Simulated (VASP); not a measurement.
# KBr (P1) in VASP: a series of runs

Runs on KBr. Level: PBE. Tasks: single point.

Program: VASP 6.6.1. These are calculated values, not measurements. Logs are shortened: lines on timing, memory, paths and dates and some standing lists are left out, and cuts for length are marked.

## (1) The cell of the first run

The typed cell holds 2 atoms: a = 4.715 Å, b = 4.708 Å, c = 4.678 Å, α = 59.65°, β = 60.24°, γ = 60.43°.

## (2) Single point, PBE

INCAR

```
SYSTEM = KBr
PREC = Accurate
ENCUT = 520
EDIFF = 1E-6
ISMEAR = 1
SIGMA = 0.01
LREAL = .False.
LASPH = .True.
NELM = 80
ALGO = Normal
ISIF = 2
LWAVE = .False.
LCHARG = .False.
GGA = PE
NBANDS = 15
```

KPOINTS

```
regular mesh
0
Gamma
  4 4 4
  0 0 0
```

POSCAR

```
KBr
1.0
   -0.0242900000      3.3333800000      3.3340700000
    3.3419900000     -0.0061400000      3.3159300000
    3.3214300000      3.2946800000      0.0144100000
K Br
1 1
Direct
    0.9705600000      0.0155700000      0.9679800000
    0.4990722409      0.4637495123      0.5167373238
```

Potentials or basis: VASP PAW PBE potentials, release 64 (K_sv, Br).

Command:

```console
cat potpaw_PBE.64/K_sv/POTCAR potpaw_PBE.64/Br/POTCAR > POTCAR
mpirun -np 1 vasp_std > vasp.out
```

OUTCAR:

```text
SYSTEM = KBr
   PREC = Accurate
   ENCUT = 520
   EDIFF = 1E-6
   ISMEAR = 1
   LREAL = .False.
   LASPH = .True.
   NELM = 80
   ISIF = 2
   GGA = PE

 ion  position               nearest neighbor table
   1  0.971  0.016  0.968-   2 3.06   2 3.25
   2  0.499  0.464  0.517-   1 3.06   1 3.25

  LATTYP: Found a triclinic cell.
 ALAT       =     4.7079004476
 B/A-ratio  =     0.9916532297
 C/A-ratio  =     1.0014361513
 COS(alpha) =     0.0001868172
 COS(beta)  =     0.4935042753
 COS(gamma) =     0.5021349391

  Lattice vectors:

 A1 = (  -3.3419900000,   0.0061400000,  -3.3159300000)
 A2 = (  -0.0205600000,   3.3008200000,  -3.3015200000)
 A3 = (   0.0242900000,  -3.3333800000,  -3.3340700000)

Analysis of symmetry for initial positions (statically):
=====================================================================
 Subroutine PRICEL returns:
 Original cell was already a primitive cell.

 Routine SETGRP: Setting up the symmetry group for a
 triclinic supercell.

 Subroutine GETGRP returns: Found  1 space group operations
 (whereof  1 operations were pure point group operations)
 out of a pool of  2 trial point group operations.

The static configuration has the point symmetry C_1 .

Analysis of symmetry for dynamics (positions and initial velocities):
=====================================================================
 Subroutine PRICEL returns:
 Original cell was already a primitive cell.

 Routine SETGRP: Setting up the symmetry group for a
 triclinic supercell.

 Subroutine GETGRP returns: Found  1 space group operations
 (whereof  1 operations were pure point group operations)
 out of a pool of  2 trial point group operations.

The dynamic configuration has the point symmetry C_1 .

 Subroutine INISYM returns: Found  1 space group operations
 (whereof  1 operations are pure point group operations),
 and found     1 'primitive' translations

----------------------------------------------------------------------------------------

                                     Primitive cell

  volume of cell :      73.5962

  direct lattice vectors                    reciprocal lattice vectors
    -0.024290000  3.333380000  3.334070000    -0.148445429  0.148995112  0.149887955
     3.341990000 -0.006140000  3.315930000     0.148603630 -0.150472890  0.151524384
     3.321430000  3.294680000  0.014410000     0.150466039  0.152493951 -0.151366188

  length of vectors
     4.714661705  4.707900448  4.678356677     0.258267280  0.260162965  0.262309277

  position of ions in fractional coordinates (direct lattice)
     0.970560000  0.015570000  0.967980000
     0.499072241  0.463749512  0.516737324

  ion indices of the primitive-cell ions
   primitive index   ion index
                 1           1
                 2           2

----------------------------------------------------------------------------------------

 KPOINTS: regular mesh

Automatic generation of k-mesh.
 Grid dimensions read from file:
 generate k-points for:    4    4    4

 Generating k-lattice:

  Cartesian coordinates                     Fractional coordinates (reciprocal lattice)
    -0.037111357  0.037248778  0.037471989     0.250000000  0.000000000  0.000000000
     0.037150907 -0.037618222  0.037881096    -0.000000000  0.250000000 -0.000000000
     0.037616510  0.038123488 -0.037841547     0.000000000  0.000000000  0.250000000

  Length of vectors
     0.064566820  0.065040741  0.065577319

  Shift w.r.t. Gamma in fractional coordinates (k-lattice)
     0.000000000  0.000000000  0.000000000

 Subroutine IBZKPT returns following result:
 ===========================================

 Found     36 irreducible k-points:

 Following reciprocal coordinates:
            Coordinates               Weight
  0.000000  0.000000  0.000000      1.000000
  0.250000  0.000000 -0.000000      2.000000
  0.500000  0.000000 -0.000000      1.000000
 -0.000000  0.250000 -0.000000      2.000000
  0.250000  0.250000 -0.000000      2.000000
  0.500000  0.250000  0.000000      2.000000
[... 16 lines left out ...]
  0.000000 -0.250000  0.250000      2.000000
  0.250000 -0.250000  0.250000      2.000000
 [... further k-points ...]
   k-points           NKPTS =     36   k-points in BZ     NKDIM =     36   number of bands    NBANDS=     15
   number of dos      NEDOS =    301   number of ions     NIONS =      2
   total plane-waves  NPLWV =  46656
   dimension x,y,z NGX =    36 NGY =   36 NGZ =   36
   dimension x,y,z NGXF=    72 NGYF=   72 NGZF=   72
   ions per type =               1   1
   NGX,Y,Z   is equivalent  to a cutoff of  12.69, 12.71, 12.79 a.u.
   NGXF,Y,Z  is equivalent  to a cutoff of  25.39, 25.42, 25.59 a.u.
 SYSTEM =  KBr
   PREC   = accura    normal or accurate (medium, high low for compatibility)
   ISTART =      0    job   : 0-new  1-cont  2-samecut
   ICHARG =      2    charge: 1-file 2-atom 10-const
   ISPIN  =      1    spin polarized calculation?
[... 64 lines left out ...]
      3     -13.1244      2.00000
      4     -13.1233      2.00000
      5     -13.1090      2.00000
      6      -1.8740      2.00000
      7      -1.8537      2.00000
      8      -1.8362      2.00000
      9       2.5360      0.00000
     10       5.7363      0.00000
     11       5.8162      0.00000
     12       5.9126      0.00000
     13       6.5942      0.00000
     14       6.7214      0.00000
     15       9.5737      0.00000

 k-point     2 :       0.2500    0.0000   -0.0000
  band No.  band energies     occupation
      1     -29.6440      2.00000
      2     -14.2225      2.00000
      3     -13.1353      2.00000
      4     -13.1267      2.00000
      5     -12.9717      2.00000
      6      -2.4964      2.00000
      7      -1.9972      2.00000
      8      -1.9744      2.00000
      9       3.7534      0.00000
     10       5.5442      0.00000
     11       6.3861      0.00000
     12       6.4781      0.00000
     13       7.4169      0.00000
     14       7.5947      0.00000
     15      10.1407      0.00000

 k-point     3 :       0.5000    0.0000   -0.0000
  band No.  band energies     occupation
      1     -29.6416      2.00000
      2     -14.3031      2.00000
      3     -13.1378      2.00000
      4     -13.1295      2.00000
      5     -12.8590      2.00000
      6      -2.9670      2.00000
      7      -2.1318      2.00000
      8      -2.1075      2.00000
      9       4.6750      0.00000
     10       6.2033      0.00000
     11       7.6229      0.00000
     12       7.6530      0.00000
     13       8.1745      0.00000
     14       8.4802      0.00000
     15       8.9228      0.00000

 k-point     4 :      -0.0000    0.2500   -0.0000
  band No.  band energies     occupation
      1     -29.6440      2.00000
      2     -14.2143      2.00000
      3     -13.1338      2.00000
      4     -13.1262      2.00000
      5     -12.9826      2.00000
      6      -2.4859      2.00000
      7      -2.0224      2.00000
      8      -1.9895      2.00000
      9       3.7614      0.00000
     10       5.6403      0.00000
     11       6.3848      0.00000
     12       6.4791      0.00000
     13       7.3925      0.00000
     14       7.5147      0.00000
     15      10.1283      0.00000
[... 307 lines left out ...]
 k-point    22 :      -0.2500    0.5000    0.2500
  band No.  band energies     occupation
      1     -29.6399      2.00000
      2     -14.1435      2.00000
      3     -13.1808      2.00000
      4     -13.1799      2.00000
      5     -13.0004      2.00000
      6      -2.4200      2.00000
      7      -2.4107      2.00000
      8      -2.3479      2.00000
      9       5.5854      0.00000
     10       5.5927      0.00000
     11       6.2645      0.00000
     12       7.0772      0.00000
     13       8.6812      0.00000
     14       8.8773      0.00000
     15       9.4848      0.00000

 k-point    23 :       0.0000   -0.2500    0.2500
  band No.  band energies     occupation
      1     -29.6414      2.00000
      2     -14.2293      2.00000
      3     -13.1599      2.00000
      4     -13.1328      2.00000
      5     -12.9378      2.00000
      6      -2.7204      2.00000
      7      -2.2329      2.00000
      8      -2.1562      2.00000
      9       4.9754      0.00000
     10       5.6304      0.00000
     11       6.9481      0.00000
     12       7.0842      0.00000
     13       7.7113      0.00000
     14       8.8138      0.00000
     15       9.0615      0.00000

 k-point    24 :       0.2500   -0.2500    0.2500
  band No.  band energies     occupation
      1     -29.6406      2.00000
      2     -14.1938      2.00000
      3     -13.1677      2.00000
      4     -13.1437      2.00000
      5     -12.9799      2.00000
      6      -2.6773      2.00000
      7      -2.2749      2.00000
      8      -2.1339      2.00000
      9       4.8000      0.00000
     10       5.5819      0.00000
     11       6.9150      0.00000
     12       7.8619      0.00000
     13       7.9148      0.00000
     14       8.3056      0.00000
     15       9.0613      0.00000

 [... further k-points ...]

------------------------ aborting loop because EDIFF is reached ----------------------------------------

  FORCE on cell =-STRESS in cart. coord.  units (eV):
  Direction    XX          YY          ZZ          XY          YZ          ZX
  --------------------------------------------------------------------------------------
  -------------------------------------------------------------------------------------
  Total        0.0687856      0.7738896      0.2136905      0.0335868      0.0242687      0.0018451
  in kB        1.4974510     16.8474561      4.6520076      0.7311787      0.5283258      0.0401667
  external PRESSURE =       7.6656382 kB  Pullay stress =       0.0000000 kB

 VOLUME and BASIS-vectors are now :
 -----------------------------------------------------------------------------
  energy-cutoff  :      520.00
  volume of cell :       73.60
      direct lattice vectors                 reciprocal lattice vectors
    -0.024290000  3.333380000  3.334070000    -0.148445429  0.148995112  0.149887955
     3.341990000 -0.006140000  3.315930000     0.148603630 -0.150472890  0.151524384
     3.321430000  3.294680000  0.014410000     0.150466039  0.152493951 -0.151366188

 POSITION                                       TOTAL-FORCE (eV/Angst)
 -----------------------------------------------------------------------------------
      3.24354      6.42433      3.30149        -0.013875      0.355683     -0.077594
      3.25403      3.36323      3.20915         0.013875     -0.355683      0.077594
 -----------------------------------------------------------------------------------
    total drift:                               -0.000004      0.000025     -0.000020

  FREE ENERGIE OF THE ION-ELECTRON SYSTEM (eV)
  ---------------------------------------------------
  free  energy   TOTEN  =        -6.1753248735 eV

  energy  without entropy=       -6.1753248735  energy(sigma->0) =       -6.17532487
```

It took 19 s on 1 thread of Intel Xeon 6975P-C (Granite Rapids), shared host; peak memory 0.22 GiB.

What came out:

```
Free energy            : -6.1753 eV
Pressure               : 0.8 GPa
Largest force          : 0.364 eV/Å
Band gap on the k mesh : 4.37 eV
```

Forces in eV/Å, atoms in the order of the input:
```
K   -0.014  0.356 -0.078
Br   0.014 -0.356  0.078
```

Levels at points of the mesh, in eV from the valence-band top:
```tsv
k point	band 6	band 7	band 8	band 9	band 10	band 11
(0.00, 0.00, 0.00)	-0.04	-0.02	0.00	4.37	7.57	7.65
(0.50, 0.00, 0.00)	-1.13	-0.30	-0.27	6.51	8.04	9.46
(0.00, 0.50, 0.00)	-1.13	-0.33	-0.29	6.53	8.13	9.45
(0.50, 0.50, 0.00)	-0.78	-0.31	-0.27	5.96	7.08	9.25
(0.00, 0.00, 0.50)	-1.12	-0.34	-0.32	6.52	8.16	9.44
(0.50, 0.00, 0.50)	-0.76	-0.28	-0.28	5.90	7.12	8.70
(0.00, 0.50, 0.50)	-0.79	-0.30	-0.26	5.98	7.07	9.33
(0.50, 0.50, 0.50)	-1.13	-0.32	-0.28	6.51	8.08	9.43
```

## (3) Single point, PBE

This run uses another cell than the first one, of 36.98 Å³/atom.

INCAR

```
PREC     = Accurate       # precision mode
ENCUT    = 520            # plane-wave cutoff, eV
EDIFF    = 1E-6           # SCF threshold, eV
ISMEAR   = 1              # smearing method
SIGMA    = 0.01           # smearing width, eV
LREAL    = F              # projectors in reciprocal space
LASPH    = T              # aspherical terms in the spheres
NELM     = 100            # most SCF steps
ALGO     = Normal         # electronic algorithm
ISIF     = 2              # what is computed and relaxed
LWAVE    = F              # write WAVECAR
LCHARG   = F              # write CHGCAR
GGA      = PE             # functional
NBANDS   = 15             # bands
```

KPOINTS

```
Automatic mesh
0
Gamma
  4 4 4
```

POSCAR

```
KBr
1.0
   -0.0243304160      3.3389263996      3.3396175477
    3.3475507257     -0.0061502163      3.3214473646
    3.3269565160      3.3001620068      0.0144339767
K Br
1 1
Direct
    0.9705600000      0.0155700000      0.9679800000
    0.5020700000      0.4667800000      0.5137100000
```

Potentials or basis: VASP PAW PBE potentials, release 64 (K_sv, Br).

Command:

```console
cat potpaw_PBE.64/K_sv/POTCAR potpaw_PBE.64/Br/POTCAR > POTCAR
mpirun -np 1 vasp_std > vasp.out
```

It took 17 s on 1 thread of Intel Xeon 6975P-C (Granite Rapids), shared host; peak memory 0.22 GiB.

It converged, with:

```
Free energy            : -6.1783 eV
Pressure               : 0.7 GPa
Largest force          : 0.354 eV/Å
Band gap on the k mesh : 4.36 eV
```

Forces in eV/Å, atoms in the order of the input:
```
K   -0.014  0.350 -0.055
Br   0.014 -0.350  0.055
```

Stress tensor (GPa, compression positive):
```
0.08 0.07 0.01
0.07 1.59 0.02
0.01 0.02 0.34
```

Levels at points of the mesh, in eV from the valence-band top:
| k point | band 5 | band 6 | band 7 | band 8 | band 9 | band 10 | band 11 | band 12 |
| --- | --- | --- | --- | --- | --- | --- | --- | --- |
| (0.00, 0.00, 0.00) | -11.28 | -0.04 | -0.02 | 0.00 | 4.36 | 7.57 | 7.65 | 7.74 |
| (0.50, 0.00, 0.00) | -11.04 | -1.12 | -0.29 | -0.27 | 6.50 | 8.03 | 9.45 | 9.49 |
| (0.00, 0.50, 0.00) | -11.05 | -1.12 | -0.32 | -0.29 | 6.52 | 8.11 | 9.44 | 9.63 |
| (0.50, 0.50, 0.00) | -11.29 | -0.78 | -0.31 | -0.27 | 5.97 | 7.07 | 9.28 | 9.35 |
| (0.00, 0.00, 0.50) | -11.06 | -1.11 | -0.33 | -0.32 | 6.51 | 8.14 | 9.43 | 9.64 |
| (0.50, 0.00, 0.50) | -11.31 | -0.76 | -0.28 | -0.28 | 5.90 | 7.10 | 8.68 | 9.38 |
| (0.00, 0.50, 0.50) | -11.30 | -0.79 | -0.30 | -0.26 | 5.98 | 7.06 | 9.31 | 9.35 |
| (0.50, 0.50, 0.50) | -11.04 | -1.12 | -0.32 | -0.28 | 6.50 | 8.07 | 9.43 | 9.51 |

## (4) Single point, PBE

This run uses another cell than the first one, of 36.61 Å³/atom.

INCAR

```
ALGO     = Normal         # electronic algorithm
EDIFF    = 1E-6           # SCF threshold, eV
ENCUT    = 520            # plane-wave cutoff, eV
GGA      = PE             # functional
ISIF     = 2              # what is computed and relaxed
ISMEAR   = 1              # smearing method
LASPH    = T              # aspherical terms in the spheres
LCHARG   = F              # write CHGCAR
LREAL    = F              # projectors in reciprocal space
LWAVE    = F              # write WAVECAR
NBANDS   = 15             # bands
NELM     = 100            # most SCF steps
PREC     = Accurate       # precision mode
SIGMA    = 0.01           # smearing width, eV
```

KPOINTS

```
k-points
0
Gamma
  4 4 4
```

POSCAR

```
KBr
1.0
   -0.0242494490      3.3278150815      3.3285039295
    3.3364107075     -0.0061297496      3.3103942134
    3.3158850314      3.2891796893      0.0143859432
K Br
1 1
Direct
    0.9705600000      0.0155700000      0.9679800000
    0.5020700000      0.4667800000      0.5137100000
```

Command:

```console
cat potpaw_PBE.64/K_sv/POTCAR potpaw_PBE.64/Br/POTCAR > POTCAR
mpirun -np 1 vasp_std > vasp.out
```

Wall time 20 s (1 thread of Intel Xeon 6975P-C (Granite Rapids), shared host); peak memory 0.22 GiB.

It converged, with:

| Property | Result |
| --- | --- |
| Free energy | -6.1748 eV |
| Pressure | 0.8 GPa |
| Largest force | 0.369 eV/Å |
| Band gap on the k mesh | 4.38 eV |

Forces in eV/Å, atoms in the order of the input:
```
K   -0.014  0.365 -0.057
Br   0.014 -0.365  0.057
```

Stress tensor (GPa, compression positive):
```
0.22 0.07 0.00
0.07 1.79 0.03
0.00 0.03 0.50
```

Levels at points of the mesh, in eV from the valence-band top:
| k point | band 5 | band 6 | band 7 | band 8 | band 9 | band 10 | band 11 | band 12 |
| --- | --- | --- | --- | --- | --- | --- | --- | --- |
| (0.00, 0.00, 0.00) | -11.26 | -0.04 | -0.02 | 0.00 | 4.38 | 7.58 | 7.65 | 7.74 |
| (0.50, 0.00, 0.00) | -11.01 | -1.14 | -0.30 | -0.28 | 6.53 | 8.07 | 9.48 | 9.52 |
| (0.00, 0.50, 0.00) | -11.03 | -1.14 | -0.33 | -0.30 | 6.54 | 8.15 | 9.47 | 9.66 |
| (0.50, 0.50, 0.00) | -11.28 | -0.79 | -0.32 | -0.27 | 5.96 | 7.10 | 9.33 | 9.37 |
| (0.00, 0.00, 0.50) | -11.03 | -1.13 | -0.34 | -0.32 | 6.53 | 8.18 | 9.45 | 9.67 |
| (0.50, 0.00, 0.50) | -11.29 | -0.77 | -0.28 | -0.28 | 5.89 | 7.14 | 8.71 | 9.39 |
| (0.00, 0.50, 0.50) | -11.28 | -0.80 | -0.30 | -0.26 | 5.97 | 7.09 | 9.35 | 9.39 |
| (0.50, 0.50, 0.50) | -11.02 | -1.14 | -0.33 | -0.29 | 6.52 | 8.10 | 9.45 | 9.54 |

## (5) Overview

| cell | gap on the mesh (eV) | pressure (GPa) | largest force (eV/Å) |
| --- | --- | --- | --- |
| a = 4.715, b = 4.708, c = 4.678 Å, angles 59.7, 60.2, 60.4°, 2 atoms, atomic positions A | 4.37 | 0.8 | 0.36 |
| a = 4.723, b = 4.716, c = 4.686 Å, angles 59.7, 60.2, 60.4°, 2 atoms, atomic positions B | 4.36 | 0.7 | 0.35 |
| a = 4.707, b = 4.700, c = 4.671 Å, angles 59.7, 60.2, 60.4°, 2 atoms, atomic positions B | 4.38 | 0.8 | 0.37 |

Alike in all rows: task single point; level PBE; potentials or basis VASP PAW PBE potentials, release 64 (K_sv, Br); no spin polarisation; k mesh 4 × 4 × 4; cutoff (eV) 520; smearing methfessel-paxton 0.01 eV.

Total energies depend on the potentials used, so only differences within one code and one set of settings carry meaning.
